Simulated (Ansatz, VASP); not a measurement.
# One calculation of WC, two programs

The input INCAR:

```
PREC = Accurate ; ENCUT = 910
EDIFF = 1E-6 ; ISMEAR = 0
SIGMA = 0.15 ; LREAL = False
LASPH = True ; NELM = 120
ALGO = Normal ; ISIF = 2
LWAVE = False ; LCHARG = True
GGA = PS ; LELF = True
LVHAR = True ; NBANDS = 16
GGA_COMPAT = False
```

The input KPOINTS:

```
regular mesh
0
Gamma
  18 18 18
```

Contents of POSCAR:

```
WC
1.0
    0.0000000000      2.1926840000      2.1926840000
    2.1926840000      0.0000000000      2.1926840000
    2.1926840000      2.1926840000      0.0000000000
W C
1 1
Direct
   -0.0564348017      0.0000000000      0.0000000000
    0.5000000000      0.5000000000      0.5000000000
```

Input for Ansatz:

```yaml
crystal:
  lattice:
    - [0.0, 2.192684, 2.192684]
    - [2.192684, 0.0, 2.192684]
    - [2.192684, 2.192684, 0.0]
  atoms:
    - { symbol: W, position: [-0.0564348017, 0.0, 0.0] }
    - { symbol: C, position: [0.5, 0.5, 0.5] }
basis:
  ecutwfc: 420
kpoints:
  mp_grid: { grid: [18, 18, 18] }
hamiltonian:
  xc: pbesol
scf:
  occupations: { method: gaussian, width: 0.15 }
output:
  forces: true
  stress: true
  eigenvalues: true
  write_density: true
  write_potential: true
  elf: true
  volumetric_format: npy
```

Change from the starting cell: all W atoms moved +0.175 Å, as atom 1 towards its neighbour atom 1 (W) at 3.101 Å.

Alike in both runs: task single point; functional PBEsol; k mesh 18 × 18 × 18; occupations gaussian, width 0.15 eV; no spin polarisation.

|  | VASP | Ansatz |
| --- | --- | --- |
| version | VASP 6.6.1 | Ansatz 0.2.0 |
| potentials or method | VASP PAW PBE potentials, release 64 (W_sv, C_h), cutoff 910 eV | scalar-relativistic, plane waves, PAW |
| valence electrons in the cell | 18 | 18 |

VASP gave:

- gap on the k mesh at the Fermi level (eV): none
- rms of the force components (eV/Å): 0.762

Which values does Ansatz return?

gap on the k mesh at the Fermi level (eV): none; rms of the force components (eV/Å): 0.753.

VASP's potentials were made for PBE, not for PBEsol. Atom by atom the forces differ by 0.010 eV/Å (rms over components). A gap of «none» marks a metal or a gap that the smearing closes. With one functional, cell and mesh, what is left measures potentials, basis and numerics.

Neither program's run includes spin-orbit coupling. Noted on VASP's run: the cutoff is short for stress, so the pressure is rough.
